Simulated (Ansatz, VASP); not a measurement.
# MgO in VASP and in Ansatz

```
CELL_PARAMETERS angstrom
3.24026 0.00000 0.00000
-1.62013 2.80615 0.00000
0.00000 0.00000 4.88116
ATOMIC_POSITIONS crystal
Mg 0.33333 0.66667 0.00216
Mg 0.66667 0.33333 0.50216
O 0.33333 0.66667 0.40244
O 0.66667 0.33333 0.90244
```

Alike in both runs: task single point; functional PBE; k mesh 12 × 12 × 6; occupations gaussian, width 0.05 eV; no spin polarisation.

```csv
,VASP,Ansatz
version,VASP 6.6.1,Ansatz 0.2.0
potentials or method,"VASP PAW PBE potentials, release 64 (Mg, O), cutoff 520 eV","scalar-relativistic, plane waves, PAW"
valence electrons in the cell,16,32
```

VASP gave:

* gap on the k mesh at the Fermi level (eV): 3.81
* pressure (GPa): 12.0
* traceless stress, the component that is largest in VASP (GPa): -0.76
* rms of the force components (eV/Å): 0.033

Question: Estimate Ansatz's values.

Answer: gap on the k mesh at the Fermi level (eV): 3.83; pressure (GPa): 12.3; traceless stress, the component that is largest in VASP (GPa): -0.77; rms of the force components (eV/Å): 0.033.

Atom by atom the forces differ by 0.000 eV/Å (rms over components). VASP's potentials hold 16 valence electrons a cell and Ansatz's 32, so a difference there can come from the potentials and not from the codes.
